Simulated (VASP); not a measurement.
# Hf3Br (P-6m2) in VASP: further runs

Hf3Br is run at these levels: PBE; tasks: single point, relaxation of cell and atoms.

All numbers are computed with VASP 6.6.1; they aren't measurements. Logs are shortened: lines on timing, memory, paths and dates and some standing lists are left out, and cuts for length are marked.

## 1. The cell of the first run

It takes space group P-6m2 (No. 187, hexagonal). Conventional cell: a = 3.279 Å, b = 3.279 Å, c = 9.386 Å, α = 90.00°, β = 90.00°, γ = 120.00°. Hf (site symmetry -6m2) has 12 Hf at 3.10 to 3.28 Å within 4.1 Å. Within 3.9 Å of Hf (site symmetry 3m) lie 3 Br at 2.94 Å and 9 Hf at 3.10 to 3.28 Å. Within 3.9 Å of Br (site symmetry -6m2) lie 6 Hf at 2.94 Å and 6 Br at 3.28 Å.

The cell was built from a structure type or drawn by symmetry, and may not be a known phase.

## 2. Single point, PBE

File INCAR:

```
SYSTEM = Hf3Br
ALGO     = Normal         ! electronic algorithm
EDIFF    = 1E-7           ! SCF threshold, eV
ENCUT    = 520            ! plane-wave cutoff, eV
GGA      = PE             ! functional
ISIF     = 2              ! what is computed and relaxed
ISMEAR   = 0              ! smearing method
LASPH    = .True.         ! aspherical terms in the spheres
LCHARG   = .False.        ! write CHGCAR
LREAL    = .False.        ! projectors in reciprocal space
LWAVE    = .False.        ! write WAVECAR
NBANDS   = 26             ! bands
NELM     = 80             ! most SCF steps
PREC     = Accurate       ! precision mode
SIGMA    = 0.1            ! smearing width, eV
```

File KPOINTS:

```
k-points
0
Gamma
  6 6 2
  0 0 0
```

File POSCAR:

```
Hf3Br
1.0
    3.2788818870      0.0000000029      0.0000000000
   -1.6394409460      2.8395950087      0.0000000000
    0.0000000000      0.0000000000      9.3856129943
Hf Br
3 1
Direct
    0.0000000000      0.0000000000      0.0000000000
    0.6666666667      0.3333333333      0.7389882939
    0.6666666667      0.3333333333      0.2610117061
    0.0000000000      0.0000000000      0.5000000000
```

Potentials or basis: VASP PAW PBE potentials, release 64 (Hf_pv, Br).

On the command line:

```sh
$ cat potpaw_PBE.64/Hf_pv/POTCAR potpaw_PBE.64/Br/POTCAR > POTCAR
$ mpirun -np 1 vasp_std > vasp.out
```

OUTCAR:

```text
SYSTEM = Hf3Br
   EDIFF = 1E-7
   ENCUT = 520
   GGA = PE
   ISIF = 2
   ISMEAR = 0
   LASPH = .True.
   LREAL = .False.
   NELM = 80
   PREC = Accurate

 ion  position               nearest neighbor table
   1  0.000  0.000  0.000-   2 3.10   3 3.10   2 3.10   3 3.10   2 3.10   3 3.10
   2  0.667  0.333  0.739-   4 2.94   4 2.94   4 2.94   1 3.10   1 3.10   1 3.10
   3  0.667  0.333  0.261-   4 2.94   4 2.94   4 2.94   1 3.10   1 3.10   1 3.10
   4  0.000  0.000  0.500-   2 2.94   3 2.94   2 2.94   3 2.94   2 2.94   3 2.94

  LATTYP: Found a hexagonal cell.
 ALAT       =     3.2788818870
 C/A-ratio  =     2.8624431491

  Lattice vectors:

 A1 = (   3.2788818870,   0.0000000029,   0.0000000000)
 A2 = (  -1.6394409460,   2.8395950087,   0.0000000000)
 A3 = (   0.0000000000,   0.0000000000,   9.3856129943)

Analysis of symmetry for initial positions (statically):
=====================================================================
 Subroutine PRICEL returns:
 Original cell was already a primitive cell.

 Routine SETGRP: Setting up the symmetry group for a
 hexagonal supercell.

 Subroutine GETGRP returns: Found 12 space group operations
 (whereof 12 operations were pure point group operations)
 out of a pool of 24 trial point group operations.

The static configuration has the point symmetry D_3h.

Analysis of symmetry for dynamics (positions and initial velocities):
=====================================================================
 Subroutine PRICEL returns:
 Original cell was already a primitive cell.

 Routine SETGRP: Setting up the symmetry group for a
 hexagonal supercell.

 Subroutine GETGRP returns: Found 12 space group operations
 (whereof 12 operations were pure point group operations)
 out of a pool of 24 trial point group operations.

The dynamic configuration has the point symmetry D_3h.

 Subroutine INISYM returns: Found 12 space group operations
 (whereof 12 operations are pure point group operations),
 and found     1 'primitive' translations

----------------------------------------------------------------------------------------

                                     Primitive cell

  volume of cell :      87.3866

  direct lattice vectors                    reciprocal lattice vectors
     3.278881887  0.000000003  0.000000000     0.304982013  0.176081448  0.000000000
    -1.639440946  2.839595009  0.000000000    -0.000000000  0.352162895  0.000000000
     0.000000000  0.000000000  9.385612994     0.000000000  0.000000000  0.106546051

  length of vectors
     3.278881887  3.278881887  9.385612994     0.352162895  0.352162895  0.106546051

  position of ions in fractional coordinates (direct lattice)
     0.000000000  0.000000000  0.000000000
     0.666666667  0.333333333  0.738988294
     0.666666667  0.333333333  0.261011706
     0.000000000  0.000000000  0.500000000

  ion indices of the primitive-cell ions
   primitive index   ion index
                 1           1
                 2           2
                 3           3
                 4           4

----------------------------------------------------------------------------------------

 KPOINTS: k-points

Automatic generation of k-mesh.
 Grid dimensions read from file:
 generate k-points for:    6    6    2

 Generating k-lattice:

  Cartesian coordinates                     Fractional coordinates (reciprocal lattice)
     0.050830336  0.029346908  0.000000000     0.166666667 -0.000000000  0.000000000
    -0.000000000  0.058693816  0.000000000     0.000000000  0.166666667  0.000000000
     0.000000000  0.000000000  0.053273025     0.000000000  0.000000000  0.500000000

  Length of vectors
     0.058693816  0.058693816  0.053273025

  Shift w.r.t. Gamma in fractional coordinates (k-lattice)
     0.000000000  0.000000000  0.000000000

 Subroutine IBZKPT returns following result:
 ===========================================

 Found     14 irreducible k-points:

 Following reciprocal coordinates:
            Coordinates               Weight
  0.000000  0.000000  0.000000      1.000000
  0.166667 -0.000000  0.000000      6.000000
  0.333333 -0.000000  0.000000      6.000000
  0.500000 -0.000000  0.000000      3.000000
  0.166667  0.166667  0.000000      6.000000
  0.333333  0.166667  0.000000     12.000000
  0.333333  0.333333  0.000000      2.000000
  0.000000  0.000000  0.500000      1.000000
  0.166667 -0.000000  0.500000      6.000000
  0.333333 -0.000000  0.500000      6.000000
  0.500000 -0.000000  0.500000      3.000000
  0.166667  0.166667  0.500000      6.000000
  0.333333  0.166667  0.500000     12.000000
  0.333333  0.333333  0.500000      2.000000
   k-points           NKPTS =     14   k-points in BZ     NKDIM =     14   number of bands    NBANDS=     26
   number of dos      NEDOS =    301   number of ions     NIONS =      4
   total plane-waves  NPLWV =  40320
   dimension x,y,z NGX =    24 NGY =   24 NGZ =   70
   dimension x,y,z NGXF=    48 NGYF=   48 NGZF=  140
   ions per type =               3   1
   NGX,Y,Z   is equivalent  to a cutoff of  12.17, 12.17, 12.40 a.u.
   NGXF,Y,Z  is equivalent  to a cutoff of  24.34, 24.34, 24.80 a.u.
 SYSTEM =  Hf3Br
   PREC   = accura    normal or accurate (medium, high low for compatibility)
   ISTART =      0    job   : 0-new  1-cont  2-samecut
   ICHARG =      2    charge: 1-file 2-atom 10-const
   ISPIN  =      1    spin polarized calculation?
   LNONCOLLINEAR =      F non collinear calculations
   LSORBIT =      F    spin-orbit coupling
   LASPH  =      T    aspherical Exc in radial PAW
   ENCUT  =  520.0 eV  38.22 Ry    6.18 a.u.   6.10  6.10 17.45*2*pi/ulx,y,z
   NELM   =     80;   NELMIN=  2; NELMDL= -5     # of ELM steps
   EDIFF  = 0.1E-06   stopping-criterion for ELM
   LREAL  =      F    real-space projection
   EDIFFG = 0.1E-05   stopping-criterion for IOM
   NSW    =      0    number of steps for IOM
   IBRION =     -1    ionic relax: 0-MD 1-quasi-New 2-CG
   NFREE  =      0    steps in history (QN), initial steepest desc. (CG)
   ISIF   =      2    stress and relaxation
   ISYM   =      2    0-nonsym 1-usesym 2-fastsym
   POTIM  = 0.5000    time-step for ionic-motion
   TEBEG  =    0.0;   TEEND  =   0.0 temperature during run
   PSTRESS=    0.0 pullay stress
   NELECT =      37.0000    total number of electrons
   NUPDOWN=      -1.0000    fix difference up-down
   EMIN   =  10.00;   EMAX   =-10.00  energy-range for DOS
   EFERMI =   0.00;   METHOD = LEGACY
   ISMEAR =     0;   SIGMA  =   0.10  broadening in eV -4-tet -1-fermi 0-gaus
   EFERMI_NEDOS =   21; number of points for ismear=-14 and -15
   IALGO  =     38    algorithm
   IMIX   =      4    mixing-type and parameters
     AMIX     =   0.40;   BMIX     =  1.00
     AMIX_MAG =   1.60;   BMIX_MAG =  1.00
  volume/ion in A,a.u.               =      21.85       147.43
  Fermi-wavevector in a.u.,A,eV,Ry     =   1.229307  2.323054 20.561076  1.511196
  Thomas-Fermi vector in A             =   2.364200
   LORBIT       =      0    0 simple, 1 ext, 2 COOP (PROOUT), +10 PAW based schemes
   GGA     = PE    functional components
   LHFCALC =     F    Hartree Fock is set to
   AEXX    =    0.0000 exact exchange contribution
   IVDW    =     0    specifies the selected vdW correction
   LEPSILON=     F    determine dielectric tensor
   LRPA    =     F    only Hartree local field effects (RPA)
 non-spin polarized calculation
 Gauss-broadening in eV      SIGMA  =   0.10
  energy-cutoff  :      520.00
  volume of cell :       87.39
 maximum number of plane-waves:      2406
   NGX = 13   NGY = 13   NGZ = 35

 number of electron      36.9999991 magnetization

 Free energy of the ion-electron system (eV)
  ---------------------------------------------------
  ext. energy  EPLUGINS =         0.00000000
  ---------------------------------------------------
  free energy    TOTEN  =       -32.03094463 eV

  energy without entropy =      -31.99313853  energy(sigma->0) =      -32.01204158

 E-fermi :   5.7095     XC(G=0): -11.0996

 val. band max:        5.6702667134   @ k =   0.1667  -0.0000   0.5000
 cond. band min:       5.7095792788   @ k =   0.3333   0.1667   0.5000
 fundamental gap:      0.0393125654
 Fermi energy:         5.7095012343

 k-point     1 :       0.0000    0.0000    0.0000
  band No.  band energies     occupation
      1     -25.6111      2.00000
      2     -25.5199      2.00000
      3     -25.0867      2.00000
      4     -25.0867      2.00000
      5     -25.0811      2.00000
      6     -25.0811      2.00000
[... 18 lines left out ...]
     25       8.2303      0.00000
     26       8.2315      0.00000

 k-point     2 :       0.1667   -0.0000    0.0000
  band No.  band energies     occupation
      1     -25.5743      2.00000
      2     -25.5112      2.00000
      3     -25.2083      2.00000
      4     -25.1993      2.00000
      5     -25.1151      2.00000
      6     -25.1075      2.00000
[... 18 lines left out ...]
     25       7.7636      0.00000
     26       7.8425      0.00000

 k-point     3 :       0.3333   -0.0000    0.0000
  band No.  band energies     occupation
      1     -25.5073      2.00000
      2     -25.5048      2.00000
      3     -25.4296      2.00000
      4     -25.4164      2.00000
      5     -25.1714      2.00000
      6     -25.1597      2.00000
[... 18 lines left out ...]
     25       8.8441      0.00000
     26       9.1354      0.00000

 k-point     4 :       0.5000   -0.0000    0.0000
  band No.  band energies     occupation
      1     -25.5626      2.00000
      2     -25.5380      2.00000
      3     -25.4927      2.00000
      4     -25.4423      2.00000
      5     -25.1992      2.00000
      6     -25.1856      2.00000
[... 18 lines left out ...]
     25       9.8403      0.00000
     26      10.0480      0.00000

 k-point     5 :       0.1667    0.1667    0.0000
  band No.  band energies     occupation
      1     -25.5186      2.00000
      2     -25.5021      2.00000
      3     -25.3604      2.00000
      4     -25.3433      2.00000
      5     -25.1802      2.00000
      6     -25.1712      2.00000
[... 18 lines left out ...]
     25       8.6271      0.00000
     26       9.0711      0.00000

 k-point     6 :       0.3333    0.1667    0.0000
  band No.  band energies     occupation
      1     -25.5079      2.00000
      2     -25.5019      2.00000
      3     -25.4674      2.00000
      4     -25.4402      2.00000
      5     -25.2579      2.00000
      6     -25.2511      2.00000
[... 137 lines left out ...]
 k-point    11 :       0.5000   -0.0000    0.5000
  band No.  band energies     occupation
      1     -25.5654      2.00000
      2     -25.5334      2.00000
      3     -25.4867      2.00000
      4     -25.4508      2.00000
      5     -25.1985      2.00000
      6     -25.1864      2.00000
[... 18 lines left out ...]
     25       9.8815      0.00000
     26      10.9154      0.00000

 k-point    12 :       0.1667    0.1667    0.5000
  band No.  band energies     occupation
      1     -25.5277      2.00000
      2     -25.4909      2.00000
      3     -25.3643      2.00000
      4     -25.3415      2.00000
      5     -25.1794      2.00000
      6     -25.1720      2.00000
[... 18 lines left out ...]
     25       8.7844      0.00000
     26       9.1228      0.00000

 k-point    13 :       0.3333    0.1667    0.5000
  band No.  band energies     occupation
      1     -25.5103      2.00000
      2     -25.4946      2.00000
      3     -25.4644      2.00000
      4     -25.4487      2.00000
      5     -25.2567      2.00000
      6     -25.2522      2.00000
[... 18 lines left out ...]
     25       9.4460      0.00000
     26      10.0650      0.00000

 k-point    14 :       0.3333    0.3333    0.5000
  band No.  band energies     occupation
      1     -25.4826      2.00000
      2     -25.4470      2.00000
      3     -25.4323      2.00000
      4     -25.4045      2.00000
      5     -25.3927      2.00000
      6     -25.3855      2.00000
[... 18 lines left out ...]
     25       8.9452      0.00000
     26       9.6524      0.00000

------------------------ aborting loop because EDIFF is reached ----------------------------------------

  FORCE on cell =-STRESS in cart. coord.  units (eV):
  Direction    XX          YY          ZZ          XY          YZ          ZX
  --------------------------------------------------------------------------------------
  -------------------------------------------------------------------------------------
  Total       -0.1511695     -0.1511695     -0.2728110     -0.0000000      0.0000000      0.0000000
  in kB       -2.7715967     -2.7715967     -5.0018149     -0.0000000      0.0000000      0.0000000
  external PRESSURE =      -3.5150028 kB  Pullay stress =       0.0000000 kB

 VOLUME and BASIS-vectors are now :
 -----------------------------------------------------------------------------
  energy-cutoff  :      520.00
  volume of cell :       87.39
      direct lattice vectors                 reciprocal lattice vectors
     3.278881887  0.000000003  0.000000000     0.304982013  0.176081448  0.000000000
    -1.639440946  2.839595009  0.000000000    -0.000000000  0.352162895  0.000000000
     0.000000000  0.000000000  9.385612994     0.000000000  0.000000000  0.106546051

 POSITION                                       TOTAL-FORCE (eV/Angst)
 -----------------------------------------------------------------------------------
      0.00000      0.00000      0.00000        -0.000000      0.000000      0.000000
      1.63944      0.94653      6.93586         0.000000     -0.000000     -0.009331
      1.63944      0.94653      2.44975        -0.000000      0.000000      0.009331
      0.00000      0.00000      4.69281         0.000000     -0.000000      0.000000
 -----------------------------------------------------------------------------------
    total drift:                               -0.000000      0.000000      0.000000

  FREE ENERGIE OF THE ION-ELECTRON SYSTEM (eV)
  ---------------------------------------------------
  free  energy   TOTEN  =       -32.0309446312 eV

  energy  without entropy=      -31.9931385347  energy(sigma->0) =      -32.01204158
```

Wall time 22 s (1 thread of Intel Xeon Platinum 8488C (Sapphire Rapids), shared host); peak memory 0.2 GiB.

Results:

| Item | Value |
| --- | --- |
| Free energy | -32.0309 eV |
| Pressure | -0.4 GPa |
| Largest force | 0.009 eV/Å |
| Band gap on the k mesh | zero (an odd number of electrons rules out a gap without spin polarisation) |

Forces in eV/Å, atoms in the order of the input:
```
Hf   0.000  0.000  0.000
Hf   0.000  0.000 -0.009
Hf   0.000  0.000  0.009
Br   0.000  0.000  0.000
```

Caveat: the k points lie up to 0.37 Å⁻¹ apart, too coarse for converged energies and pressures of a metal; spin-orbit coupling is left out, which moves the levels of the heavy elements; an odd number of electrons without spin polarisation forces a metal; a magnetic or distorted state may lie lower.

## 3. Single point, PBE

This run uses another cell than the first one, of 24.48 Å³/atom.

File INCAR:

```
SYSTEM = Hf3Br
PREC = Accurate ; ENCUT = 520
EDIFF = 1E-6 ; ISMEAR = 0
SIGMA = 0.1 ; LREAL = .FALSE.
LASPH = .TRUE. ; NELM = 100
ALGO = Normal ; ISIF = 2
LWAVE = .FALSE. ; LCHARG = .FALSE.
GGA = PE ; NBANDS = 26
```

File KPOINTS:

```
Automatic mesh
0
G
  6 6 2
  0 0 0
```

File POSCAR:

```
Hf3Br
1.0
    3.3109151700      0.0000000000      0.0000000000
   -1.6554575900      2.8673366500      0.0000000000
    0.0000000000      0.0000000000     10.3140599100
Hf Br
3 1
Direct
    0.0000000000      0.0000000000      0.0000000000
    0.6666666700      0.3333333300      0.7616215300
    0.6666666700      0.3333333300      0.2383784700
    0.0000000000      0.0000000000      0.5000000000
```

Potentials or basis: VASP PAW PBE potentials, release 64 (Hf_pv, Br).

On the command line:

```sh
$ cat potpaw_PBE.64/Hf_pv/POTCAR potpaw_PBE.64/Br/POTCAR > POTCAR
$ mpirun -np 1 vasp_std > vasp.out
```

Run time: 28 s. Hardware: 1 thread of Intel Xeon Platinum 8488C (Sapphire Rapids), shared host; peak memory 0.24 GiB.

The run converged. Its results:

| Quantity | Value |
| --- | --- |
| Free energy | -31.4607 eV |
| Pressure | -5.5 GPa |
| Largest force | 0.669 eV/Å |
| Band gap on the k mesh | zero (an odd number of electrons rules out a gap without spin polarisation) |

Forces on the atoms (eV/Å):
```
Hf   0.000  0.000  0.000
Hf   0.000  0.000 -0.669
Hf   0.000  0.000  0.669
Br   0.000  0.000  0.000
```

Stress tensor (GPa, compression positive):
```
 -2.47   0.00   0.00
  0.00  -2.47   0.00
  0.00   0.00 -11.62
```

Levels at points of the mesh, in eV from the Fermi level:
| k point | band 16 | band 17 | band 18 | band 19 | band 20 | band 21 |
| --- | --- | --- | --- | --- | --- | --- |
| (0.00, 0.00, 0.00) | -1.21 | 0.53 | 0.81 | 0.81 | 1.01 | 1.01 |
| (0.50, 0.00, 0.00) | -2.36 | -1.38 | -1.17 | 0.26 | 0.83 | 0.92 |
| (0.00, 0.00, 0.50) | -1.21 | 0.46 | 0.87 | 0.87 | 0.91 | 0.91 |
| (0.50, 0.00, 0.50) | -2.34 | -1.33 | -1.04 | 0.35 | 1.07 | 1.11 |

Caveat: the k points lie up to 0.37 Å⁻¹ apart, too coarse for converged energies and pressures of a metal; spin-orbit coupling is left out, which moves the levels of the heavy elements; an odd number of electrons without spin polarisation forces a metal; a magnetic or distorted state may lie lower.

(Continued in part 2 of 2.)
